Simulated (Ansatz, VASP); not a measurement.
# One calculation of Te2Mo, two programs

```
CELL_PARAMETERS angstrom
3.59700 0.00000 0.00000
-1.79850 3.11509 0.00000
0.00000 0.00000 33.26988
ATOMIC_POSITIONS crystal
Te 0.33333 0.66667 0.44917
Te 0.33333 0.66667 0.55083
Mo 0.66667 0.33333 0.50000
```

Alike in both runs: task single point; functional PBE; dispersion D3(BJ); k mesh 9 × 9 × 1; occupations gaussian, width 0.02 eV; no spin polarisation.

|  | VASP | Ansatz |
| --- | --- | --- |
| version | VASP 6.6.1 | Ansatz 0.2.0 |
| potentials or method | VASP PAW PBE potentials, release 64 (Te, Mo_sv), cutoff 520 eV | scalar-relativistic, plane waves, PAW |
| valence electrons in the cell | 26 | 46 |

VASP gave:

```
gap on the k mesh at the Fermi level (eV) : 0.85
least direct gap on the mesh (eV)         : 0.87
rms of the force components (eV/Å)        : 0.678
```

Task: Which values does Ansatz return?

Result: gap on the k mesh at the Fermi level (eV): 0.86; least direct gap on the mesh (eV): 0.87; rms of the force components (eV/Å): 0.667.

VASP's potentials hold 26 valence electrons a cell and Ansatz's 46, so a difference there can come from the potentials and not from the codes. Ansatz's warnings: xc potential rough in thin density.

Neither program's run includes spin-orbit coupling.
